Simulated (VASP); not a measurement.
Wanted: the native input for a VASP 6.6.1 run.

```
Task                   : single point
Functional             : PBE
Dispersion             : D3(BJ)
Potentials or basis    : VASP PAW PBE potentials, release 64 (O, C)
Cutoff                 : 520 eV
k mesh                 : 1 × 1 × 1
Occupations            : fermi-dirac, width 0.05 eV
Spin                   : no spin polarisation
Dipole correction      : no
Further INCAR settings : LREAL = Auto; ALGO = Normal; EDIFF = 1e-07; NBANDS = 54
```

The structure of CO lies in POSCAR:

```
CO
1.0
    7.7417530000      0.0000000000      0.0000000000
    0.0000000000      7.7417530000      0.0000000000
    0.0000000000      0.0000000000      7.7417530000
O C
8 8
Direct
   -0.0413472246      0.0436335285      0.9137465378
    0.5567602066      0.2788257388      0.8462811976
    0.3549583667      0.2230631745      0.4575062005
    0.5239769339      0.8086540607     -0.0387121625
    0.3456064796      0.7250295896      0.5256690571
    0.9254493136      0.5124162447      0.9270122671
    0.7605254262      0.3445472879      0.2343267733
    0.7950654070      0.8892688775      0.6248843124
    0.0689249580     -0.0486711472      0.8800332431
    0.4253171084      0.2774048720      0.9149865670
    0.2999579036      0.1284980288      0.3630443906
    0.4821646984      0.8637578595      0.0888170935
    0.3164528757      0.6322469859      0.4127747294
    0.9315202900      0.4317368431      0.8031643479
    0.6914842155      0.4732261543      0.2587656827
    0.8059544137      0.8718955513      0.4755253752
```

One way to write it, as run:

INCAR

```
ALGO = Normal ; EDIFF = 1E-7
ENCUT = 520 ; GGA = PE
ISIF = 2 ; ISMEAR = -1
IVDW = 12 ; LASPH = T
LCHARG = T ; LELF = T
LREAL = Auto ; LVHAR = T
LWAVE = F ; NBANDS = 54
NELM = 60 ; PREC = Accurate
SIGMA = 0.05
```

KPOINTS

```
k-points
0
Gamma
  1 1 1
```

Potentials or basis: VASP PAW PBE potentials, release 64 (O, C).

The run is started by

```console
$ cat potpaw_PBE.64/O/POTCAR potpaw_PBE.64/C/POTCAR > POTCAR
$ mpirun -np 1 vasp_gam > vasp.out
```

It gave:

```
Pressure                   : 0.0 GPa
Largest force              : 3.110 eV/Å
Band gap on the k mesh     : 5.83 eV
Dispersion energy per atom : -0.044 eV
```

Caveat: the k points lie up to 0.81 Å⁻¹ apart.

Run time: 59 s on 1 thread of AMD EPYC 7R43 64-Core Processor (Zen 3) (shared host), peak memory 0.37 GiB.
